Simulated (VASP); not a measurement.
Input of a VASP 6.6.1 run:

File INCAR:

```
PREC = Accurate
ENCUT = 520
EDIFF = 1E-6
ISMEAR = -1
SIGMA = 0.08
LREAL = False
LASPH = True
NELM = 60
ALGO = Normal
ISIF = 2
LWAVE = False
LCHARG = True
GGA = PE
LELF = True
LVHAR = True
NBANDS = 16
```

File KPOINTS:

```
Automatic mesh
0
Gamma
  15 15 8
```

The input POSCAR:

```
SiC
1.0
    3.1067581885      0.0000000000      0.0000000000
   -1.5533790942      2.6905315147      0.0000000000
    0.0000000000      0.0000000000      5.0480000000
Si C
2 2
Direct
    0.3333333333      0.6666666667      0.0000000000
    0.6666666667      0.3333333333      0.5000000000
    0.3333333333      0.6666666667      0.3850000000
    0.6666666667      0.3333333333      0.8850000000
```

Potentials or basis: VASP PAW PBE potentials, release 64 (Si, C).

Launch:

```sh
$ cat potpaw_PBE.64/Si/POTCAR potpaw_PBE.64/C/POTCAR > POTCAR
$ mpirun -np 1 vasp_std > vasp.out
```

**Question.** What does it give for the pressure?

**Answer.** -0.9 GPa.

**Question.** What does it give for the band gap on the k mesh?

**Answer.** 2.34 eV, indirect (least direct gap 3.95 eV).

Forces on the atoms (eV/Å):
```
Si   0.000  0.000  0.655
Si   0.000  0.000  0.655
C    0.000  0.000 -0.655
C    0.000  0.000 -0.655
```

Caveat: the cell differs from its parent crystal (equal xx and yy strain of +1 %). A k mesh can miss the band edges.
